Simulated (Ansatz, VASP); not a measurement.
# Two plane-wave programs on LiNbO3

```
CELL_PARAMETERS angstrom
2.61908 1.51213 4.71900
-2.61908 1.51213 4.71900
0.00000 -3.02425 4.71900
ATOMIC_POSITIONS crystal
Li 0.78217 0.78217 0.78217
Li 0.28217 0.28217 0.28217
Nb 0.50018 0.50018 0.50018
Nb 0.00018 0.00018 0.00018
O 0.60799 0.21964 0.86202
O 0.86202 0.60799 0.21964
O 0.10799 0.36202 0.71964
O 0.21964 0.86202 0.60799
O 0.71964 0.10799 0.36202
O 0.36202 0.71964 0.10799
```

Alike in both runs: task single point; functional r2SCAN; k mesh 6 × 6 × 6; no spin polarisation.

|  | VASP | Ansatz |
| --- | --- | --- |
| version | VASP 6.6.1 | Ansatz 0.2.0 |
| potentials or method | VASP PAW PBE potentials, release 64 (Li_sv, Nb_sv, O) | plane waves, PAW |
| plane-wave cutoff (eV) | 520 | 500 |
| occupations | gaussian, width 0.01 eV | fixed |
| valence electrons in the cell | 68 | 68 |

```tsv
	VASP	Ansatz	Ansatz less VASP
gap on the k mesh at the Fermi level (eV)	3.74	3.75	+0.011
rms of the force components (eV/Å)	0.350	0.361	+0.0111
```

VASP's potentials were made for PBE, not for r2SCAN. Atom by atom the forces differ by 0.011 eV/Å (rms over components).

Noted on VASP's run: the cutoff is short for stress, so the pressure is rough.
